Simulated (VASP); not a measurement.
Wanted: the native input for a VASP 6.6.1 run.

```
Task                   : single point
Functional             : PBE
Potentials or basis    : VASP PAW PBE potentials, release 64 (Ta_pv, H)
Cutoff                 : 520 eV
k mesh                 : 24 × 24 × 16
Occupations            : gaussian, width 0.1 eV
Spin                   : no spin polarisation
Dipole correction      : no
Further INCAR settings : ALGO = Normal; EDIFF = 1e-06; NBANDS = 13
```

The structure of TaH lies in POSCAR:

```
TaH
1.0
    2.8793207335      0.0000000000      0.0000000000
   -1.4396603667      2.4935649008      0.0000000000
    0.0000000000      0.0000000000      3.6549334806
Ta H
1 1
Direct
    0.0000000000      0.0000000000      0.5000000000
    0.0000000000      0.0000000000      0.0000000000
```

These files were run (other wordings do the same):

INCAR

```
ALGO     = Normal         # electronic algorithm
EDIFF    = 1E-6           # SCF threshold, eV
ENCUT    = 520            # plane-wave cutoff, eV
GGA      = PE             # functional
ISIF     = 2              # what is computed and relaxed
ISMEAR   = 0              # smearing method
LASPH    = T              # aspherical terms in the spheres
LCHARG   = T              # write CHGCAR
LELF     = T              # ELF
LREAL    = F              # projectors in reciprocal space
LVHAR    = T            
LWAVE    = F              # write WAVECAR
NBANDS   = 13             # bands
NELM     = 100            # most SCF steps
PREC     = Accurate       # precision mode
SIGMA    = 0.1            # smearing width, eV
```

KPOINTS

```
k-points
0
Gamma
  24 24 16
```

Potentials or basis: VASP PAW PBE potentials, release 64 (Ta_pv, H).

Run with:

```sh
$ cat potpaw_PBE.64/Ta_pv/POTCAR potpaw_PBE.64/H/POTCAR > POTCAR
$ mpirun -np 1 vasp_std > vasp.out
```

It gave:

The pressure is 0.0 GPa. The band gap on the k mesh is zero (band 6 reaches 4.34 eV, above the bottom of band 7 at 2.77 eV).

Caveat: spin-orbit coupling is left out, which moves the levels of the heavy elements.

Wall time 52 s on 1 thread of Intel(R) Xeon(R) 6975P-C (Granite Rapids), on a shared host, peak memory 0.31 GiB.
